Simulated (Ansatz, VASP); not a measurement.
## Two plane-wave programs on SnO2

The input INCAR:

```
SYSTEM = SnO2
ALGO = Normal ; EDIFF = 1E-6
ENCUT = 520 ; GGA = CA
ISIF = 2 ; ISMEAR = 0
LASPH = .TRUE. ; LCHARG = .FALSE.
LREAL = .FALSE. ; LWAVE = .FALSE.
NBANDS = 64 ; NELM = 80
PREC = Accurate ; SIGMA = 0.05
```

Contents of KPOINTS:

```
k-points
0
G
  6 6 6
  0 0 0
```

File POSCAR:

```
SnO2
1.0
    4.8266318840      0.0000000000      0.0000000000
    0.0000000000      5.6898398094      0.0000000000
    0.0000000000      0.0000000000      5.3400309380
Sn O
4 8
Direct
    0.5000000000      0.6673419135      0.7500000000
    0.0000000000      0.8326580865      0.2500000000
    0.5000000000      0.3326580865      0.2500000000
    0.0000000000      0.1673419135      0.7500000000
    0.7309254637      0.6050162923      0.0776916535
    0.2309254637      0.8949837077      0.9223083465
    0.7690745363      0.8949837077      0.5776916535
    0.2690745363      0.6050162923      0.4223083465
    0.7309254637      0.3949837077      0.5776916535
    0.2309254637      0.1050162923      0.4223083465
    0.7690745363      0.1050162923      0.0776916535
    0.2690745363      0.3949837077      0.9223083465
```

Input for Ansatz:

```yaml
crystal:
  lattice:
    - [4.826631884, 0.0, 0.0]
    - [0.0, 5.6898398094, 0.0]
    - [0.0, 0.0, 5.340030938]
  atoms:
    - { symbol: Sn, position: [0.5, 0.6673419135, 0.75] }
    - { symbol: Sn, position: [0.0, 0.8326580865, 0.25] }
    - { symbol: Sn, position: [0.5, 0.3326580865, 0.25] }
    - { symbol: Sn, position: [0.0, 0.1673419135, 0.75] }
    - { symbol: O, position: [0.7309254637, 0.6050162923, 0.0776916535] }
    - { symbol: O, position: [0.2309254637, 0.8949837077, 0.9223083465] }
    - { symbol: O, position: [0.7690745363, 0.8949837077, 0.5776916535] }
    - { symbol: O, position: [0.2690745363, 0.6050162923, 0.4223083465] }
    - { symbol: O, position: [0.7309254637, 0.3949837077, 0.5776916535] }
    - { symbol: O, position: [0.2309254637, 0.1050162923, 0.4223083465] }
    - { symbol: O, position: [0.7690745363, 0.1050162923, 0.0776916535] }
    - { symbol: O, position: [0.2690745363, 0.3949837077, 0.9223083465] }
basis:
  ecutwfc: 520.0
kpoints:
  mp_grid: { grid: [6, 6, 6] }
hamiltonian:
  xc: lda
  pseudopotentials: { kind: paw, azcp: { folder: soft_1 } }
scf:
  occupations: { method: gaussian, width: 0.05 }
output:
  forces: true
  stress: true
  eigenvalues: true
```

Change from the starting cell: volume 12.221 Å^3 an atom, stretch along b over the lengths across it, relative to the relaxed cell 0.9736.

Alike in both runs: task single point; functional LDA; k mesh 6 × 6 × 6; occupations gaussian, width 0.05 eV; no spin polarisation.

|  | VASP | Ansatz |
| --- | --- | --- |
| version | VASP 6.6.1 | Ansatz 0.2.0 |
| potentials or method | VASP PAW LDA potentials, release 64 (Sn_d, O), cutoff 520 eV | scalar-relativistic, plane waves, PAW |
| valence electrons in the cell | 104 | 104 |

Ansatz gave:

```
gap on the k mesh at the Fermi level (eV)                     : 0.89
least direct gap on the mesh (eV)                             : 0.91
pressure (GPa)                                                : -10.1
traceless stress, the component that is largest in VASP (GPa) : 3.22
rms of the force components (eV/Å)                            : 0.112
```

Task: Which values does VASP return?

Result: gap on the k mesh at the Fermi level (eV): 0.92; least direct gap on the mesh (eV): 0.93; pressure (GPa): -9.0; traceless stress, the component that is largest in VASP (GPa): 3.18; rms of the force components (eV/Å): 0.104.

Ansatz warns that its potentials were made for another functional, while VASP's fit it. LDA's correlation is that of Perdew and Zunger in VASP and of Perdew and Wang (1992) in Ansatz. Atom by atom the forces differ by 0.010 eV/Å (rms over components).
